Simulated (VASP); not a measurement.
Hf3Ru:

```
Hf Ru
1.0
     4.12201    0.00000    0.00000
     0.00000    4.12201    0.00000
     0.00000    0.00000    4.12201
Hf Ru
3 1
Direct
  0.00000 0.50000 0.50000
  0.50000 0.00000 0.50000
  0.50000 0.50000 0.00000
  0.00000 0.00000 0.00000
```

| Property | Result |
| --- | --- |
| Program | VASP 6.6.1 |
| Task | relaxation of cell and atoms |
| Functional | PBE |
| Potentials or basis | VASP PAW PBE potentials, release 64 (Hf_pv, Ru_pv) |
| Cutoff | 600 eV |
| k mesh | 4 × 4 × 4 |
| Occupations | gaussian, width 0.1 eV |
| Spin | no spin polarisation |

At the start: pressure 19.7 GPa; volume 17.51 Å³/atom.

Task: Where does the relaxation end?

Result: Over 4 steps the energy falls by 125.2 meV/atom and the volume is 19.73 Å³/atom (+12.7 %); space group Pm-3m (No. 221, to 0.1 Å) before and after.

The path:
```
step  energy change (eV)  largest force (eV/Å)  pressure (GPa)  volume (Å³)
   1              0.0000                0.0000           19.74        70.04
   2              0.4599                0.0000          -17.27        94.26
   3             -0.5001                0.0000           -0.67        79.27
   4             -0.5009                0.0000           -0.04        78.92
```

Final structure:
```cif
data_structure
_symmetry_space_group_name_H-M 'P 1'
_symmetry_Int_Tables_number 1
_cell_length_a 4.2893
_cell_length_b 4.2893
_cell_length_c 4.2893
_cell_angle_alpha 90.000
_cell_angle_beta 90.000
_cell_angle_gamma 90.000
_cell_volume 78.92
loop_
_atom_site_label
_atom_site_type_symbol
_atom_site_fract_x
_atom_site_fract_y
_atom_site_fract_z
_atom_site_occupancy
Hf1 Hf 0.00000 0.50000 0.50000 1
Hf2 Hf 0.50000 0.00000 0.50000 1
Hf3 Hf 0.50000 0.50000 0.00000 1
Ru1 Ru 0.00000 0.00000 0.00000 1
```

Caveat: the k points lie up to 0.37 Å⁻¹ apart in the final cell, too coarse for converged energies and pressures of a metal.
